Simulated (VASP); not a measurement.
Here is a VASP 6.6.1 calculation.

The input POSCAR:

```
Rh
1.0
    2.6712862877     -0.0000002865      0.0000000000
   -1.3356428958      2.3134019292      0.0000000000
    0.0000000000      0.0000000000      8.8216647809
Rh
4
Direct
    0.0000000000      0.0000000000      0.0000000000
    0.3333333333      0.6666666667      0.2500000000
    0.0000000000      0.0000000000      0.5000000000
    0.6666666667      0.3333333333      0.7500000000
```

Contents of INCAR.step1:

```
SYSTEM = Rh
  ALGO = Normal
  EDIFF = 1E-4
  ENCUT = 520
  GGA = PE
  ISMEAR = 1
  LASPH = .True.
  LCHARG = .False.
  LREAL = .False.
  LWAVE = .True.
  NBANDS = 38
  NELM = 100
  PREC = Accurate
  SIGMA = 0.3
```

File INCAR.step2:

```
SYSTEM = Rh
  ALGO = Normal
  EDIFF = 1E-6
  ENCUT = 520
  ISIF = 2
  ISMEAR = 1
  ISTART = 1
  LASPH = .True.
  LCHARG = .False.
  LMIXTAU = .True.
  LREAL = .False.
  LWAVE = .False.
  METAGGA = R2SCAN
  NBANDS = 38
  NELM = 100
  PREC = Accurate
  SIGMA = 0.3
```

KPOINTS

```
k-points
0
Gamma
  7 7 2
  0 0 0
```

Potentials or basis: VASP PAW PBE potentials, release 64 (Rh_pv).

Command:

```console
$ cat potpaw_PBE.64/Rh_pv/POTCAR > POTCAR
$ cp INCAR.step1 INCAR
$ mpirun -np 1 vasp_std > vasp.out
$ cp INCAR.step2 INCAR
$ mpirun -np 1 vasp_std > vasp.out
```

Problem. What does it give for the pressure?

Solution. 3.1 GPa.

Problem. Predict the band gap on the k mesh.

Solution. Zero (bands 30 and 31 overlap by 1.81 eV).

Stress tensor (GPa, compression positive):
```
2.77 0.00 0.00
0.00 2.77 0.00
0.00 0.00 3.87
```

Caveat: the k points lie up to 0.39 Å⁻¹ apart, too coarse for converged energies and pressures of a metal; the PAW data sets were made with another functional, which shifts forces and pressure a little.
